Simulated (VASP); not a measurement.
# BiH2 (Pnnm) in VASP: a series of runs, part 2 of 2

VASP 6.6.1.

**3. Single point, PBE**

This run uses another cell than the first one, of 15.74 Å³/atom.

Contents of INCAR:

```
SYSTEM = BiH2
  PREC = Accurate
  ENCUT = 520
  EDIFF = 1E-7
  ISMEAR = 0
  SIGMA = 0.1
  LREAL = .False.
  LASPH = .True.
  NELM = 80
  ALGO = Normal
  ISIF = 2
  LWAVE = .False.
  LCHARG = .False.
  GGA = PE
  NBANDS = 26
```

Contents of KPOINTS:

```
regular mesh
0
Gamma
  4 4 6
  0 0 0
```

Contents of POSCAR:

```
BiH2
1.0
    4.9383486899      0.0000000000      0.0000000000
    0.0000000000      5.2053931790      0.0000000000
    0.0000000000      0.0000000000      3.6733016451
Bi H
2 4
Direct
    0.0000000000      0.0000000000      0.0000000000
    0.5000000000      0.5000000000      0.5000000000
    0.2892126074      0.3046867129      0.0000000000
    0.7107873926      0.6953132871      0.0000000000
    0.7892126074      0.1953132871      0.5000000000
    0.2107873926      0.8046867129      0.5000000000
```

Potentials or basis: VASP PAW PBE potentials, release 64 (Bi_d, H).

Started as:

```console
$ cat potpaw_PBE.64/Bi_d/POTCAR potpaw_PBE.64/H/POTCAR > POTCAR
$ mpirun -np 1 vasp_std > vasp.out
```

OUTCAR:

```text
SYSTEM = BiH2
   PREC = Accurate
   ENCUT = 520
   EDIFF = 1E-7
   ISMEAR = 0
   LREAL = .False.
   LASPH = .True.
   NELM = 80
   ISIF = 2
   GGA = PE

 ion  position               nearest neighbor table
   1  0.000  0.000  0.000-   3 2.13   4 2.13   5 2.34   6 2.34   5 2.34   6 2.34
   2  0.500  0.500  0.500-   5 2.13   6 2.13   3 2.34   4 2.34   3 2.34   4 2.34
   3  0.289  0.305  0.000-   1 2.13   2 2.34   2 2.34
   4  0.711  0.695  0.000-   1 2.13   2 2.34   2 2.34
   5  0.789  0.195  0.500-   2 2.13   1 2.34   1 2.34
   6  0.211  0.805  0.500-   2 2.13   1 2.34   1 2.34

  LATTYP: Found a simple orthorhombic cell.
 ALAT       =     3.6733016451
 B/A-ratio  =     1.3443896437
 C/A-ratio  =     1.4170884076

  Lattice vectors:

 A1 = (   0.0000000000,   0.0000000000,   3.6733016451)
 A2 = (   4.9383486899,   0.0000000000,   0.0000000000)
 A3 = (   0.0000000000,   5.2053931790,   0.0000000000)

Analysis of symmetry for initial positions (statically):
=====================================================================
 Subroutine PRICEL returns:
 Original cell was already a primitive cell.

[... 183 lines left out ...]
 cond. band min:       4.7278878672   @ k =   0.2500   0.5000   0.3333
 fundamental gap:      0.0454789047
 Fermi energy:         4.7226388899

 k-point     1 :       0.0000    0.0000    0.0000
  band No.  band energies     occupation
      1     -18.4530      2.00000
      2     -18.4227      2.00000
      3     -18.3580      2.00000
      4     -18.3578      2.00000
      5     -18.3569      2.00000
      6     -18.3298      2.00000
[... 685 lines left out ...]
     25      13.2969      0.00000
     26      13.2969      0.00000

 [... further k-points ...]

------------------------ aborting loop because EDIFF is reached ----------------------------------------

  FORCE on cell =-STRESS in cart. coord.  units (eV):
  Direction    XX          YY          ZZ          XY          YZ          ZX
  --------------------------------------------------------------------------------------
  -------------------------------------------------------------------------------------
  Total        0.1357708     -0.0795244      0.1345102      0.0000000      0.0000000      0.0000000
  in kB        2.3036958     -1.3493329      2.2823069      0.0000000      0.0000000      0.0000000
  external PRESSURE =       1.0788899 kB  Pullay stress =       0.0000000 kB

 VOLUME and BASIS-vectors are now :
 -----------------------------------------------------------------------------
  energy-cutoff  :      520.00
  volume of cell :       94.43
      direct lattice vectors                 reciprocal lattice vectors
     4.938348690  0.000000000  0.000000000     0.202496839  0.000000000  0.000000000
     0.000000000  5.205393179  0.000000000     0.000000000  0.192108447  0.000000000
     0.000000000  0.000000000  3.673301645     0.000000000  0.000000000  0.272234653

 POSITION                                       TOTAL-FORCE (eV/Angst)
 -----------------------------------------------------------------------------------
      0.00000      0.00000      0.00000         0.000000      0.000000      0.000000
      2.46917      2.60270      1.83665         0.000000      0.000000      0.000000
      1.42823      1.58601      0.00000         0.010135      0.006966      0.000000
      3.51012      3.61938      0.00000        -0.010135     -0.006966     -0.000000
      3.89741      1.01668      1.83665         0.010135     -0.006966      0.000000
      1.04094      4.18871      1.83665        -0.010135      0.006966     -0.000000
 -----------------------------------------------------------------------------------
    total drift:                                0.000000      0.000000     -0.000000

  FREE ENERGIE OF THE ION-ELECTRON SYSTEM (eV)
  ---------------------------------------------------
  free  energy   TOTEN  =       -17.6908029345 eV

  energy  without entropy=      -17.6794084578  energy(sigma->0) =      -17.68510570
```

OSZICAR:

```text
N       E                     dE             d eps       ncg     rms          rms(c)
DAV:   1     0.323379241071E+03    0.32338E+03   -0.17089E+04  1872   0.143E+03
DAV:   2     0.116796112517E+02   -0.31170E+03   -0.30208E+03  1928   0.395E+02
DAV:   3    -0.172839617293E+02   -0.28964E+02   -0.28450E+02  2288   0.135E+02
DAV:   4    -0.183412982811E+02   -0.10573E+01   -0.10545E+01  2196   0.277E+01
DAV:   5    -0.183933787625E+02   -0.52080E-01   -0.52077E-01  2730   0.554E+00    0.444E+00
DAV:   6    -0.177833505424E+02    0.61003E+00   -0.38406E-01  2392   0.478E+00    0.188E+00
DAV:   7    -0.176864013093E+02    0.96949E-01   -0.36086E-01  2246   0.290E+00    0.438E-01
DAV:   8    -0.176907803739E+02   -0.43791E-02   -0.42052E-02  2164   0.185E+00    0.185E-01
DAV:   9    -0.176907144797E+02    0.65894E-04   -0.26727E-03  2348   0.512E-01    0.746E-02
DAV:  10    -0.176907845925E+02   -0.70113E-04   -0.70558E-04  1994   0.152E-01    0.203E-02
DAV:  11    -0.176908065221E+02   -0.21930E-04   -0.11623E-04  2682   0.673E-02    0.134E-02
DAV:  12    -0.176908035051E+02    0.30170E-05   -0.10010E-05  2034   0.173E-02    0.569E-03
DAV:  13    -0.176908028254E+02    0.67973E-06   -0.18529E-06  2522   0.115E-02    0.201E-03
DAV:  14    -0.176908029991E+02   -0.17368E-06   -0.27661E-07  1700   0.285E-03    0.486E-04
DAV:  15    -0.176908029345E+02    0.64583E-07   -0.28354E-08  1046   0.165E-03
   1 F= -.17690803E+02 E0= -.17685106E+02  d E =-.113945E-01
```

stdout:

```text
POSCAR found type information on POSCAR BiH
 POSCAR found :  2 types and       6 ions
 scaLAPACK will be used
 LDA part: xc-table for (Slater+PW92), standard interpolation
 POSCAR, INCAR and KPOINTS ok, starting setup
 FFT: planning ... GRIDC
 FFT: planning ... GRID_SOFT
 FFT: planning ... GRID
 WAVECAR not read
 entering main loop
```

It took 84 s on 1 thread of Oxide Virtual Turin-like, shared host; peak memory 0.2 GiB.

Results:

```
Free energy            : -17.6908 eV
Pressure               : 0.1 GPa
Largest force          : 0.012 eV/Å
Band gap on the k mesh : zero (bands 17 and 18 overlap by 3.39 eV)
```

Forces on the atoms (eV/Å):
```
Bi   0.000  0.000  0.000
Bi   0.000  0.000  0.000
H    0.010  0.007  0.000
H   -0.010 -0.007  0.000
H    0.010 -0.007  0.000
H   -0.010  0.007  0.000
```

Caveat: spin-orbit coupling is left out, which moves the levels of the heavy elements.

**4. Relaxation of cell and atoms, PBE**

Contents of INCAR:

```
  PREC = Accurate
  ENCUT = 600
  EDIFF = 1E-7
  ISMEAR = 0
  SIGMA = 0.1
  LREAL = False
  LASPH = True
  NELM = 60
  ALGO = Normal
  ISIF = 3
  LWAVE = False
  LCHARG = False
  GGA = PE
  IBRION = 2
  NSW = 90
  EDIFFG = -0.04
```

Contents of KPOINTS:

```
regular mesh
0
Gamma
  4 4 6
```

Contents of POSCAR:

```
BiH2
1.0
    4.3836193402      0.0000000000      0.0000000000
    0.0000000000      5.3501735753      0.0000000000
    0.0000000000      0.0000000000      3.3399380222
Bi H
2 4
Direct
    0.0000000000      0.0000000000      0.0000000000
    0.5000000000      0.5000000000      0.5000000000
    0.2004000000      0.3787000000      0.0000000000
    0.7996000000      0.6213000000      0.0000000000
    0.7004000000      0.1213000000      0.5000000000
    0.2996000000      0.8787000000      0.5000000000
```

Potentials or basis: VASP PAW PBE potentials, release 64 (Bi_d, H).

Started as:

```console
$ cat potpaw_PBE.64/Bi_d/POTCAR potpaw_PBE.64/H/POTCAR > POTCAR
$ mpirun -np 1 vasp_std > vasp.out
```

OUTCAR:

```text
PREC = Accurate
   ENCUT = 600
   EDIFF = 1E-7
   ISMEAR = 0
   LREAL = False
   LASPH = True
   NELM = 60
   ISIF = 3
   GGA = PE
   IBRION = 2
   NSW = 90
   EDIFFG = -0.04

 ion  position               nearest neighbor table
   1  0.000  0.000  0.000-   3 2.21   4 2.21   5 2.22   6 2.22   5 2.22   6 2.22   2 3.84   2 3.84
                             2 3.84   2 3.84   2 3.84   2 3.84   2 3.84   2 3.84
   2  0.500  0.500  0.500-   5 2.21   6 2.21   3 2.22   4 2.22   3 2.22   4 2.22   1 3.84   1 3.84
                             1 3.84   1 3.84   1 3.84   1 3.84   1 3.84   1 3.84
   3  0.200  0.379  0.000-   1 2.21   2 2.22   2 2.22
   4  0.800  0.621  0.000-   1 2.21   2 2.22   2 2.22
   5  0.700  0.121  0.500-   2 2.21   1 2.22   1 2.22
   6  0.300  0.879  0.500-   2 2.21   1 2.22   1 2.22

  LATTYP: Found a simple orthorhombic cell.
 ALAT       =     3.3399380222
 B/A-ratio  =     1.3124852351
 C/A-ratio  =     1.6018781007

  Lattice vectors:

 A1 = (   0.0000000000,   0.0000000000,   3.3399380222)
 A2 = (   4.3836193402,   0.0000000000,   0.0000000000)
 A3 = (   0.0000000000,   5.3501735753,   0.0000000000)

Analysis of symmetry for initial positions (statically):
=====================================================================
 Subroutine PRICEL returns:
 Original cell was already a primitive cell.

 Routine SETGRP: Setting up the symmetry group for a
 simple orthorhombic supercell.

 Subroutine GETGRP returns: Found  8 space group operations
 (whereof  4 operations were pure point group operations)
 out of a pool of  8 trial point group operations.

The static configuration has the point symmetry C_2h.
 The point group associated with its full space group is D_2h.

Analysis of symmetry for dynamics (positions and initial velocities):
=====================================================================
 Subroutine PRICEL returns:
 Original cell was already a primitive cell.

 Routine SETGRP: Setting up the symmetry group for a
 simple orthorhombic supercell.

 Subroutine GETGRP returns: Found  8 space group operations
 (whereof  4 operations were pure point group operations)
 out of a pool of  8 trial point group operations.

The dynamic configuration has the point symmetry C_2h.
[... 113 lines left out ...]
   NFREE  =      1    steps in history (QN), initial steepest desc. (CG)
   ISIF   =      3    stress and relaxation
   ISYM   =      2    0-nonsym 1-usesym 2-fastsym
   POTIM  = 0.5000    time-step for ionic-motion
   TEBEG  =    0.0;   TEEND  =   0.0 temperature during run
   PSTRESS=    0.0 pullay stress
   NELECT =      34.0000    total number of electrons
   NUPDOWN=      -1.0000    fix difference up-down
   EMIN   =  10.00;   EMAX   =-10.00  energy-range for DOS
   EFERMI =   0.00;   METHOD = LEGACY
   ISMEAR =     0;   SIGMA  =   0.10  broadening in eV -4-tet -1-fermi 0-gaus
   EFERMI_NEDOS =   21; number of points for ismear=-14 and -15
   IALGO  =     38    algorithm
   IMIX   =      4    mixing-type and parameters
     AMIX     =   0.40;   BMIX     =  1.00
     AMIX_MAG =   1.60;   BMIX_MAG =  1.00
  volume/ion in A,a.u.               =      13.06        88.10
  Fermi-wavevector in a.u.,A,eV,Ry     =   1.239524  2.342360 20.904243  1.536419
  Thomas-Fermi vector in A             =   2.374003
   LORBIT       =      0    0 simple, 1 ext, 2 COOP (PROOUT), +10 PAW based schemes
   GGA     = PE    functional components
   LHFCALC =     F    Hartree Fock is set to
   AEXX    =    0.0000 exact exchange contribution
   IVDW    =     0    specifies the selected vdW correction
   LEPSILON=     F    determine dielectric tensor
   LRPA    =     F    only Hartree local field effects (RPA)
 conjugate gradient relaxation of ions
 non-spin polarized calculation
 Gauss-broadening in eV      SIGMA  =   0.10
  energy-cutoff  :      600.00
  volume of cell :       78.33
 maximum number of plane-waves:      2642
 NGX is ok and might be reduce to    36
   NGX = 17   NGY = 21   NGZ = 13

--------------------------------------- Ionic step        1  -------------------------------------------

 number of electron      34.0000000 magnetization

 Free energy of the ion-electron system (eV)
  ---------------------------------------------------
  ext. energy  EPLUGINS =         0.00000000
  ---------------------------------------------------
  free energy    TOTEN  =       -17.12704507 eV

  energy without entropy =      -17.11107939  energy(sigma->0) =      -17.11906223

 E-fermi :   6.7981     XC(G=0): -10.0078

 val. band max:        6.7871924975   @ k =   0.2500   0.2500   0.3333
 cond. band min:       6.8323610937   @ k =   0.0000   0.2500   0.5000
 fundamental gap:      0.0451685962
 Fermi energy:         6.7980880181
[... 1275 lines left out ...]
     20       6.4581      0.00000
     21      11.0518      0.00000

 [... further k-points ...]

[... ionic steps 4 to 20 ...]

--------------------------------------- Ionic step       21  -------------------------------------------

 number of electron      33.9999992 magnetization

------------------------ aborting loop because EDIFF is reached ----------------------------------------
[... 75 lines left out ...]
--------------------------------------- Ionic step       23  -------------------------------------------

 number of electron      33.9999993 magnetization

 Free energy of the ion-electron system (eV)
  ---------------------------------------------------
  ext. energy  EPLUGINS =         0.00000000
  ---------------------------------------------------
  free energy    TOTEN  =       -17.67385666 eV

  energy without entropy =      -17.66400382  energy(sigma->0) =      -17.66893024

 E-fermi :   4.7496     XC(G=0):  -9.0821

 val. band max:        4.6520284492   @ k =   0.2500   0.2500   0.3333
 cond. band min:       4.7509699450   @ k =   0.2500   0.5000   0.3333
 fundamental gap:      0.0989414958
 Fermi energy:         4.7495509026
[... 609 lines left out ...]
  FREE ENERGIE OF THE ION-ELECTRON SYSTEM (eV)
  ---------------------------------------------------
  free  energy   TOTEN  =       -17.6738566634 eV

  energy  without entropy=      -17.6640038244  energy(sigma->0) =      -17.66893024

 reached required accuracy - stopping structural energy minimisation
```

OSZICAR:

```text
N       E                     dE             d eps       ncg     rms          rms(c)
DAV:   1     0.338138249691E+03    0.33814E+03   -0.19315E+04  1512   0.207E+03
DAV:   2     0.126374502839E+02   -0.32550E+03   -0.31949E+03  1527   0.505E+02
DAV:   3    -0.166895020295E+02   -0.29327E+02   -0.28661E+02  1844   0.163E+02
[... 252 lines left out ...]
DAV:   2    -0.176834660587E+02    0.16400E-01   -0.48865E-02  1786   0.246E+00    0.491E-01
DAV:   3    -0.176736037951E+02    0.98623E-02   -0.21153E-02  2008   0.190E+00    0.591E-02
DAV:   4    -0.176738577298E+02   -0.25393E-03   -0.39040E-03  1677   0.661E-01    0.312E-02
DAV:   5    -0.176738566847E+02    0.10451E-05   -0.12634E-04  2082   0.152E-01    0.642E-03
DAV:   6    -0.176738567123E+02   -0.27595E-07   -0.94063E-06  2158   0.282E-02    0.248E-03
DAV:   7    -0.176738566634E+02    0.48933E-07   -0.98504E-07  1761   0.134E-02
  23 F= -.17673857E+02 E0= -.17668930E+02  d E =-.629083E-02
```

It took 17 min on 1 thread of Oxide Virtual Turin-like, shared host; peak memory 0.22 GiB.

What came out:

```
Free energy                           : -17.6739 eV
Relaxed volume                        : 15.70 Å³/atom
Relaxed cell                          : a = 4.903 Å, b = 5.216 Å, c = 3.683 Å, α = 90.00°, β = 90.00°, γ = 90.00°
Space group after relaxing (to 0.1 Å) : Pnnm (No. 58)
Energy gained by relaxing             : 91.1 meV/atom
Ionic steps                           : 23
Pressure after relaxing               : -0.1 GPa
Largest force after relaxing          : 0.039 eV/Å
Band gap on the k mesh                : zero (bands 17 and 18 overlap by 3.38 eV)
```

Forces on the atoms (eV/Å):
```
Bi   0.000  0.000  0.000
Bi   0.000  0.000  0.000
H    0.038 -0.009  0.000
H   -0.038  0.009  0.000
H    0.038  0.009  0.000
H   -0.038 -0.009  0.000
```

Step by step:
| step | energy change (eV) | largest force (eV/Å) | pressure (GPa) | volume (Å³) |
| --- | --- | --- | --- | --- |
| 1 | 0.0000 | 0.2495 | 6.99 | 78.33 |
| 2 | -0.2364 | 0.2788 | 1.15 | 84.94 |
| 3 | -0.2588 | 0.3173 | -0.76 | 88.08 |
| 4 | -0.2913 | 0.2892 | -0.55 | 87.76 |
| 5 | -0.3298 | 0.2468 | 0.23 | 87.00 |
| 6 | -0.3329 | 0.2598 | 0.63 | 86.68 |
| 7 | -0.3655 | 0.2449 | 0.48 | 87.41 |
| 8 | -0.4370 | 0.1917 | -0.11 | 89.63 |
| 9 | -0.4665 | 0.1509 | -1.43 | 94.15 |
| 10 | -0.5023 | 0.0859 | -0.71 | 93.06 |
| 11 | -0.5158 | 0.0296 | 0.03 | 92.06 |
| 12 | -0.5162 | 0.0223 | 0.17 | 91.87 |
| 13 | -0.5187 | 0.0123 | 0.08 | 92.18 |
| 14 | -0.5242 | 0.0356 | -0.20 | 93.10 |
| 15 | -0.5255 | 0.1053 | -0.70 | 94.89 |
| 16 | -0.5265 | 0.0783 | -0.49 | 94.14 |
| 17 | -0.5281 | 0.0798 | -0.45 | 94.15 |
| 18 | -0.5324 | 0.0825 | -0.35 | 94.18 |
| 19 | -0.5386 | 0.0806 | -0.16 | 94.21 |
| 20 | -0.5381 | 0.0716 | 0.20 | 94.13 |
| 21 | -0.5405 | 0.0759 | 0.00 | 94.20 |
| 22 | -0.5443 | 0.0515 | -0.03 | 94.20 |
| 23 | -0.5468 | 0.0390 | -0.05 | 94.19 |

Final structure:
```
Bi H
1.0
     4.90279    0.00000    0.00000
     0.00000    5.21638    0.00000
     0.00000    0.00000    3.68309
Bi H
2 4
Cartesian
  0.0000 0.0000 0.0000
  2.4514 2.6082 1.8415
  1.3434 1.6578 0.0000
  3.5594 3.5585 0.0000
  3.7948 0.9503 1.8415
  1.1080 4.2660 1.8415
```

Caveat: the volume moved by over 15 % at a fixed basis, so the end points are rough; spin-orbit coupling is left out, which moves the levels of the heavy elements.

**5. Summary**

| task | cell | cutoff (eV) | gap on the mesh (eV) | pressure (GPa) | largest force (eV/Å) |
| --- | --- | --- | --- | --- | --- |
| single point | a = 4.384, b = 5.350, c = 3.340 Å, 6 atoms, atomic positions A | 520 | none | 6.9 | 0.25 |
| single point | a = 4.938, b = 5.205, c = 3.673 Å, 6 atoms, atomic positions B | 520 | none | 0.1 | 0.01 |
| relaxation of cell and atoms | relaxed from a = 4.384, b = 5.350, c = 3.340 Å, 6 atoms, atomic positions A | 600 | none | -0.1 | 0.04 |

Alike in all rows: level PBE; potentials or basis VASP PAW PBE potentials, release 64 (Bi_d, H); no spin polarisation; k mesh 4 × 4 × 6; smearing gaussian 0.1 eV.

Caveats: spin-orbit coupling is left out, which moves the levels of the heavy elements; the stress differs along the axes, from 3 to 12 GPa (at least some runs); the volume moved by over 15 % at a fixed basis, so the end points are rough (at least some runs).

Total energies depend on the potentials used, so only differences within one code and one set of settings carry meaning.

The gap in the log of VASP goes by the Fermi energy; the results here count the filled bands.